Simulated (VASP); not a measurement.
Here is a VASP 6.6.1 calculation.

File POSCAR:

```
Sr2Rh
1.0
    0.0000000000      3.5764248015      3.5764248015
    3.5764248015      0.0000000000      3.5764248015
    3.5764248015      3.5764248015      0.0000000000
Sr Rh
2 1
Direct
    0.7500000000      0.7500000000      0.7500000000
    0.2500000000      0.2500000000      0.2500000000
    0.0000000000      0.0000000000      0.0000000000
```

The input INCAR.step1:

```
PREC = Accurate
ENCUT = 520
ISMEAR = -1
SIGMA = 0.1
LREAL = F
LASPH = T
NELM = 60
NBANDS = 24
GGA = PE
ALGO = Normal
EDIFF = 1E-4
LWAVE = T
LCHARG = F
```

INCAR.step2

```
PREC = Accurate
ENCUT = 520
EDIFF = 1E-6
ISMEAR = -1
SIGMA = 0.1
LREAL = F
LASPH = T
NELM = 60
ALGO = Normal
ISIF = 2
LWAVE = F
LCHARG = F
METAGGA = R2SCAN
LMIXTAU = T
NBANDS = 24
ISTART = 1
```

KPOINTS

```
Automatic mesh
0
Gamma
  7 7 7
```

Potentials or basis: VASP PAW PBE potentials, release 64 (Sr_sv, Rh_pv).

Command:

```console
$ cat potpaw_PBE.64/Sr_sv/POTCAR potpaw_PBE.64/Rh_pv/POTCAR > POTCAR
$ cp INCAR.step1 INCAR
$ mpirun -np 1 vasp_std > vasp.out
$ cp INCAR.step2 INCAR
$ mpirun -np 1 vasp_std > vasp.out
```

(1) What does it give for the pressure?

Answers

(1) 2.3 GPa.

Caveat: the PAW data sets were made with another functional, which shifts forces and pressure a little.
